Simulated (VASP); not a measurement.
Crystal: CaScBe2.

```
Ca Sc Be
1.0
     3.11854    0.00000    0.00000
    -1.55927    2.70073    0.00000
     0.00000    0.00000   13.95709
Ca Sc Be
2 2 4
Direct
  0.33333 0.66667 0.75000
  0.66667 0.33333 0.25000
  0.00000 0.00000 0.50000
  0.00000 0.00000 0.00000
  0.33333 0.66667 0.41400
  0.66667 0.33333 0.91400
  0.66667 0.33333 0.58600
  0.33333 0.66667 0.08600
```

* Program: VASP 6.6.1
* Task: relaxation of cell and atoms
* Functional: PBE
* Potentials or basis: VASP PAW PBE potentials, release 64 (Ca_sv, Sc_sv, Be)
* Cutoff: 600 eV
* k mesh: 6 × 6 × 2
* Occupations: gaussian, width 0.1 eV
* Spin: no spin polarisation

At the start: pressure 37.1 GPa; volume 14.69 Å³/atom.

Q: How do energy, volume and symmetry change on relaxing?

A: Over 15 steps the energy falls by 932.5 meV/atom and the volume is 21.11 Å³/atom (+43.7 %); space group P6_3/mmc (No. 194, to 0.1 Å) before and after.

Step by step:
| step | energy change (eV) | largest force (eV/Å) | pressure (GPa) | volume (Å³) |
| --- | --- | --- | --- | --- |
| 1 | 0.0000 | 3.9459 | 37.12 | 117.55 |
| 2 | -7.0232 | 0.7019 | -2.31 | 185.15 |
| 3 | -7.0353 | 0.8224 | -1.26 | 180.35 |
| 4 | -7.0358 | 0.7850 | -1.59 | 181.79 |
| 5 | -7.1992 | 0.6172 | -1.01 | 177.80 |
| 6 | -7.3529 | 0.1458 | 1.09 | 167.78 |
| 7 | -7.3553 | 0.1981 | 0.82 | 168.80 |
| 8 | -7.3838 | 0.0903 | -0.04 | 171.60 |
| 9 | -7.3890 | 0.0221 | -0.58 | 173.43 |
| 10 | -7.4155 | 0.0169 | -0.45 | 172.32 |
| 11 | -7.4474 | 0.1419 | -0.12 | 169.46 |
| 12 | -7.4580 | 0.0532 | 0.13 | 168.48 |
| 13 | -7.4593 | 0.0096 | 0.25 | 168.01 |
| 14 | -7.4591 | 0.0056 | -0.28 | 169.94 |
| 15 | -7.4602 | 0.0022 | 0.00 | 168.92 |

Final structure:
```
Ca Sc Be
1.0
     3.53848    0.00000    0.00000
    -1.76924    3.06441    0.00000
     0.00000    0.00000   15.57818
Ca Sc Be
2 2 4
Direct
  0.33333 0.66667 0.75000
  0.66667 0.33333 0.25000
  0.00000 0.00000 0.50000
  0.00000 0.00000 0.00000
  0.33333 0.66667 0.38602
  0.66667 0.33333 0.88602
  0.66667 0.33333 0.61398
  0.33333 0.66667 0.11398
```

Caveat: the k points lie up to 0.34 Å⁻¹ apart in the final cell, too coarse for converged energies and pressures of a metal; the volume moved by over 15 % at a fixed basis, so the end points are rough; the highest band is partly filled, so the run has too few bands.
